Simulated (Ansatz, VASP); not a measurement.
**Two plane-wave programs on NaNb3**

```
CELL_PARAMETERS angstrom
4.65709 0.00000 0.00000
0.00000 4.65709 0.00000
0.00000 0.00000 3.45495
ATOMIC_POSITIONS crystal
Na 0.00000 0.00000 0.00000
Nb 0.00000 0.50000 0.50000
Nb 0.50000 0.00000 0.50000
Nb 0.50000 0.50000 0.00000
```

Alike in both runs: functional PBE; k mesh 10 × 10 × 14; occupations gaussian, width 0.1 eV; no spin polarisation.

Ansatz relaxed the structure, and its values are those at the end. VASP's run is a single point on that final structure, the one shown.

|  | VASP | Ansatz |
| --- | --- | --- |
| version | VASP 6.6.1 | Ansatz 0.2.0 |
| potentials or method | VASP PAW PBE potentials, release 64 (Na_pv, Nb_sv), cutoff 520 eV | scalar-relativistic, plane waves, PAW |
| valence electrons in the cell | 46 | 48 |

Ansatz gave:

* gap on the k mesh at the Fermi level (eV): none
* pressure (GPa): 0.0

Estimate VASP's values.

gap on the k mesh at the Fermi level (eV): none; pressure (GPa): -0.1.

A gap of «none» marks a metal or a gap that the smearing closes. With one functional, cell and mesh, what is left measures potentials, basis and numerics. VASP's potentials hold 46 valence electrons a cell and Ansatz's 48, so a difference there can come from the potentials and not from the codes.
